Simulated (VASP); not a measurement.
Write the native input for VASP 6.6.1 that does the following.

- Task: single point
- Functional: RPBE
- Dispersion: D4
- Potentials or basis: VASP PAW PBE potentials, release 64 (Fe, Al)
- Cutoff: 520 eV
- k mesh: 9 × 9 × 9
- Occupations: fermi-dirac, width 0.05 eV
- Spin: collinear spin, ferromagnetic start
- Starting moments: [3.0, 0.0] μB
- Dipole correction: no
- Further INCAR settings: ALGO = Normal; EDIFF = 1e-07; NBANDS = 16

The structure of AlFe lies in POSCAR:

```
AlFe
1.0
    2.8410352498      0.0000000000      0.0000000000
    0.0000000000      2.8410352498      0.0000000000
    0.0000000000      0.0000000000      2.8410352498
Fe Al
1 1
Direct
    0.5000000000      0.5000000000      0.5000000000
    0.0000000000      0.0000000000      0.0000000000
```

The input as run:

INCAR

```
ALGO     = Normal         # electronic algorithm
EDIFF    = 1E-7           # SCF threshold, eV
ENCUT    = 520            # plane-wave cutoff, eV
GGA      = RP             # functional
ISIF     = 2              # what is computed and relaxed
ISMEAR   = -1             # smearing method
ISPIN    = 2              # spin polarisation
IVDW     = 13             # dispersion correction
LASPH    = T              # aspherical terms in the spheres
LCHARG   = F              # write CHGCAR
LMAXMIX  = 4              # l up to which the mixer works
LORBIT   = 11             # projections on sites
LREAL    = F              # projectors in reciprocal space
LWAVE    = F              # write WAVECAR
MAGMOM   = 3 0            # initial moments
NBANDS   = 16             # bands
NELM     = 150            # most SCF steps
PREC     = Accurate       # precision mode
SIGMA    = 0.05           # smearing width, eV
```

KPOINTS

```
k-points
0
Gamma
  9 9 9
```

Potentials or basis: VASP PAW PBE potentials, release 64 (Fe, Al).

Command:

```bash
$ cat potpaw_PBE.64/Fe/POTCAR potpaw_PBE.64/Al/POTCAR > POTCAR
$ mpirun -np 1 vasp_std > vasp.out
```

It gave:

| Item | Value |
| --- | --- |
| Pressure | -0.3 GPa |
| Net moment | 0.61 μB per cell |
| Site moments | Fe +0.65; Al -0.02 μB |
| Valence electrons inside the program's atomic spheres | Fe 7.48; Al 0.86 |
| Dispersion energy per atom | -0.795 eV |

Caveat: the PAW data sets were made with another functional, which shifts forces and pressure a little.

Run time: 22 s on 1 thread of Intel(R) Xeon(R) Platinum 8559C (Emerald Rapids), with other jobs on the host, peak memory 0.15 GiB.
